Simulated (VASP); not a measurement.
# SnGe2 (Fmmm) in VASP: further runs, part 2 of 3

VASP 6.6.1. The steps go on from the part before.

### Step 3. Single point, PBE

This run uses another cell than the first one, of 22.09 Å³/atom.

Input file INCAR:

```
SYSTEM = SnGe2
ALGO = Normal
EDIFF = 1E-7
ENCUT = 520
GGA = PE
ISIF = 2
ISMEAR = 0
LASPH = .True.
LCHARG = .False.
LREAL = .False.
LWAVE = .False.
NBANDS = 28
NELM = 100
PREC = Accurate
SIGMA = 0.1
```

Input file KPOINTS:

```
k-points
0
Gamma
  6 6 6
  0 0 0
```

Input file POSCAR:

```
SnGe2
1.0
    0.0000000000      2.4722972609      5.9456497049
    2.2546211943      0.0000000000      5.9456497049
    2.2546211943      2.4722972609      0.0000000000
Sn Ge
1 2
Direct
    0.0000000000      0.0000000000      0.0000000000
    0.6826632057      0.6826632057      0.3173367943
    0.3173367943      0.3173367943      0.6826632057
```

Potentials or basis: VASP PAW PBE potentials, release 64 (Sn_d, Ge_d).

On the command line:

```sh
> cat potpaw_PBE.64/Sn_d/POTCAR potpaw_PBE.64/Ge_d/POTCAR > POTCAR
> mpirun -np 1 vasp_std > vasp.out
```

OUTCAR:

```text
SYSTEM = SnGe2
   EDIFF = 1E-7
   ENCUT = 520
   GGA = PE
   ISIF = 2
   ISMEAR = 0
   LASPH = .True.
   LREAL = .False.
   NELM = 100
   PREC = Accurate

 ion  position               nearest neighbor table
   1  0.000  0.000  0.000-   2 3.13   2 3.13   3 3.13   3 3.13   3 3.29   2 3.29   2 3.29   3 3.29

   2  0.683  0.683  0.317-   3 2.77   3 2.77   1 3.13   1 3.13   1 3.29   1 3.29
   3  0.317  0.317  0.683-   2 2.77   2 2.77   1 3.13   1 3.13   1 3.29   1 3.29

  LATTYP: Found a face centered orthorhombic cell.
 ALAT       =     4.5092423886
 B/A-ratio  =     1.0965466248
 C/A-ratio  =     2.6370947456

  Lattice vectors:

 A1 = (   0.0000000000,   2.4722972609,   5.9456497049)
 A2 = (   2.2546211943,   0.0000000000,   5.9456497049)
 A3 = (   2.2546211943,   2.4722972609,   0.0000000000)

Analysis of symmetry for initial positions (statically):
=====================================================================
 Subroutine PRICEL returns:
 Original cell was already a primitive cell.

 Routine SETGRP: Setting up the symmetry group for a
 face centered orthorhombic supercell.

 Subroutine GETGRP returns: Found  8 space group operations
 (whereof  8 operations were pure point group operations)
 out of a pool of  8 trial point group operations.

The static configuration has the point symmetry D_2h.

Analysis of symmetry for dynamics (positions and initial velocities):
=====================================================================
 Subroutine PRICEL returns:
 Original cell was already a primitive cell.

 Routine SETGRP: Setting up the symmetry group for a
 face centered orthorhombic supercell.

 Subroutine GETGRP returns: Found  8 space group operations
 (whereof  8 operations were pure point group operations)
 out of a pool of  8 trial point group operations.

The dynamic configuration has the point symmetry D_2h.

 Subroutine INISYM returns: Found  8 space group operations
 (whereof  8 operations are pure point group operations),
 and found     1 'primitive' translations

----------------------------------------------------------------------------------------

                                     Primitive cell

  volume of cell :      66.2832

  direct lattice vectors                    reciprocal lattice vectors
     0.000000000  2.472297261  5.945649705    -0.221766743  0.202241052  0.084095099
     2.254621194  0.000000000  5.945649705     0.221766743 -0.202241052  0.084095099
     2.254621194  2.472297261  0.000000000     0.221766743  0.202241052 -0.084095099

  length of vectors
     6.439177289  6.358778746  3.345978254     0.311695232  0.311695232  0.311695232

  position of ions in fractional coordinates (direct lattice)
     0.000000000  0.000000000  0.000000000
     0.682663206  0.682663206  0.317336794
     0.317336794  0.317336794  0.682663206

  ion indices of the primitive-cell ions
   primitive index   ion index
                 1           1
                 2           2
                 3           3

----------------------------------------------------------------------------------------

 KPOINTS: k-points

Automatic generation of k-mesh.
 Grid dimensions read from file:
 generate k-points for:    6    6    6

 Generating k-lattice:

  Cartesian coordinates                     Fractional coordinates (reciprocal lattice)
    -0.036961124  0.033706842  0.014015850     0.166666667  0.000000000  0.000000000
     0.036961124 -0.033706842  0.014015850     0.000000000  0.166666667 -0.000000000
     0.036961124  0.033706842 -0.014015850     0.000000000 -0.000000000  0.166666667

  Length of vectors
     0.051949205  0.051949205  0.051949205

  Shift w.r.t. Gamma in fractional coordinates (k-lattice)
     0.000000000  0.000000000  0.000000000

 Subroutine IBZKPT returns following result:
 ===========================================

 Found     46 irreducible k-points:

 Following reciprocal coordinates:
            Coordinates               Weight
  0.000000  0.000000  0.000000      1.000000
  0.166667 -0.000000  0.000000      8.000000
  0.333333 -0.000000  0.000000      8.000000
  0.500000 -0.000000 -0.000000      4.000000
  0.166667  0.166667  0.000000      2.000000
  0.333333  0.166667  0.000000      8.000000
[... 16 lines left out ...]
 -0.166667  0.166667  0.166667      8.000000
  0.500000  0.333333  0.166667      4.000000
 [... further k-points ...]
   k-points           NKPTS =     46   k-points in BZ     NKDIM =     46   number of bands    NBANDS=     28
   number of dos      NEDOS =    301   number of ions     NIONS =      3
   total plane-waves  NPLWV =  64512
   dimension x,y,z NGX =    48 NGY =   48 NGZ =   28
   dimension x,y,z NGXF=    96 NGYF=   96 NGZF=   56
   ions per type =               1   2
   NGX,Y,Z   is equivalent  to a cutoff of  12.39, 12.55, 13.91 a.u.
   NGXF,Y,Z  is equivalent  to a cutoff of  24.79, 25.10, 27.82 a.u.
 SYSTEM =  SnGe2
   PREC   = accura    normal or accurate (medium, high low for compatibility)
   ISTART =      0    job   : 0-new  1-cont  2-samecut
   ICHARG =      2    charge: 1-file 2-atom 10-const
   ISPIN  =      1    spin polarized calculation?
   LNONCOLLINEAR =      F non collinear calculations
   LSORBIT =      F    spin-orbit coupling
   LASPH  =      T    aspherical Exc in radial PAW
   ENCUT  =  520.0 eV  38.22 Ry    6.18 a.u.  11.97 11.82  6.22*2*pi/ulx,y,z
   NELM   =    100;   NELMIN=  2; NELMDL= -5     # of ELM steps
   EDIFF  = 0.1E-06   stopping-criterion for ELM
   LREAL  =      F    real-space projection
   EDIFFG = 0.1E-05   stopping-criterion for IOM
   NSW    =      0    number of steps for IOM
   IBRION =     -1    ionic relax: 0-MD 1-quasi-New 2-CG
   NFREE  =      0    steps in history (QN), initial steepest desc. (CG)
   ISIF   =      2    stress and relaxation
   ISYM   =      2    0-nonsym 1-usesym 2-fastsym
   POTIM  = 0.5000    time-step for ionic-motion
   TEBEG  =    0.0;   TEEND  =   0.0 temperature during run
   PSTRESS=    0.0 pullay stress
   NELECT =      42.0000    total number of electrons
   NUPDOWN=      -1.0000    fix difference up-down
   EMIN   =  10.00;   EMAX   =-10.00  energy-range for DOS
   EFERMI =   0.00;   METHOD = LEGACY
   ISMEAR =     0;   SIGMA  =   0.10  broadening in eV -4-tet -1-fermi 0-gaus
   EFERMI_NEDOS =   21; number of points for ismear=-14 and -15
   IALGO  =     38    algorithm
   IMIX   =      4    mixing-type and parameters
     AMIX     =   0.40;   BMIX     =  1.00
     AMIX_MAG =   1.60;   BMIX_MAG =  1.00
  volume/ion in A,a.u.               =      22.09       149.10
  Fermi-wavevector in a.u.,A,eV,Ry     =   1.406123  2.657188 26.901204  1.977183
  Thomas-Fermi vector in A             =   2.528515
   LORBIT       =      0    0 simple, 1 ext, 2 COOP (PROOUT), +10 PAW based schemes
   GGA     = PE    functional components
   LHFCALC =     F    Hartree Fock is set to
   AEXX    =    0.0000 exact exchange contribution
   IVDW    =     0    specifies the selected vdW correction
   LEPSILON=     F    determine dielectric tensor
   LRPA    =     F    only Hartree local field effects (RPA)
 non-spin polarized calculation
 Gauss-broadening in eV      SIGMA  =   0.10
  energy-cutoff  :      520.00
  volume of cell :       66.28
 maximum number of plane-waves:      1802
   NGX = 23   NGY = 23   NGZ = 13

 number of electron      42.0000005 magnetization

 Free energy of the ion-electron system (eV)
  ---------------------------------------------------
  ext. energy  EPLUGINS =         0.00000000
  ---------------------------------------------------
  free energy    TOTEN  =       -12.16249086 eV

  energy without entropy =      -12.15428313  energy(sigma->0) =      -12.15838700

 E-fermi :   7.1092     XC(G=0): -10.8080

 val. band max:        7.0880953181   @ k =  -0.3333   0.0000   0.3333
 cond. band min:       7.1732505647   @ k =  -0.3333   0.1667   0.3333
 fundamental gap:      0.0851552466
 Fermi energy:         7.1091891924

 k-point     1 :       0.0000    0.0000    0.0000
  band No.  band energies     occupation
      1     -17.6530      2.00000
      2     -17.6366      2.00000
      3     -17.6358      2.00000
      4     -17.6197      2.00000
      5     -17.6112      2.00000
      6     -17.5886      2.00000
[... 20 lines left out ...]
     27      14.1070      0.00000
[... 691 lines left out ...]
      6     -17.5838      2.00000
[... 20 lines left out ...]
     27      13.1833      0.00000
     28      14.9923      0.00000

 [... further k-points ...]

------------------------ aborting loop because EDIFF is reached ----------------------------------------

  FORCE on cell =-STRESS in cart. coord.  units (eV):
  Direction    XX          YY          ZZ          XY          YZ          ZX
  --------------------------------------------------------------------------------------
  -------------------------------------------------------------------------------------
  Total        0.1521850      0.0714780     -0.0640230      0.0000000      0.0000000      0.0000000
  in kB        3.6785694      1.7277446     -1.5475440      0.0000000      0.0000000      0.0000000
  external PRESSURE =       1.2862567 kB  Pullay stress =       0.0000000 kB

 VOLUME and BASIS-vectors are now :
 -----------------------------------------------------------------------------
  energy-cutoff  :      520.00
  volume of cell :       66.28
      direct lattice vectors                 reciprocal lattice vectors
     0.000000000  2.472297261  5.945649705    -0.221766743  0.202241052  0.084095099
     2.254621194  0.000000000  5.945649705     0.221766743 -0.202241052  0.084095099
     2.254621194  2.472297261  0.000000000     0.221766743  0.202241052 -0.084095099

 POSITION                                       TOTAL-FORCE (eV/Angst)
 -----------------------------------------------------------------------------------
      0.00000      0.00000      0.00000         0.000000     -0.000000      0.000000
      2.25462      2.47230      8.11775        -0.000000      0.000000      0.015713
      2.25462      2.47230      3.77355        -0.000000      0.000000     -0.015713
 -----------------------------------------------------------------------------------
    total drift:                                0.000000      0.000000      0.000000

  FREE ENERGIE OF THE ION-ELECTRON SYSTEM (eV)
  ---------------------------------------------------
  free  energy   TOTEN  =       -12.1624908561 eV

  energy  without entropy=      -12.1542831346  energy(sigma->0) =      -12.15838700
```

It took 3.4 min on 1 thread of Intel Xeon 8259CL, shared host; peak memory 0.28 GiB.

What came out:

| Item | Value |
| --- | --- |
| Free energy | -12.1625 eV |
| Pressure | 0.1 GPa |
| Largest force | 0.016 eV/Å |
| Band gap on the k mesh | zero (bands 21 and 22 overlap by 4.44 eV) |

Forces on the atoms (eV/Å):
```
Sn   0.000  0.000  0.000
Ge   0.000  0.000  0.016
Ge   0.000  0.000 -0.016
```

Caveat: spin-orbit coupling is left out, which moves the levels of the heavy elements.

(Continued in part 3 of 3.)

The gap in the log of VASP goes by the Fermi energy; the results here count the filled bands.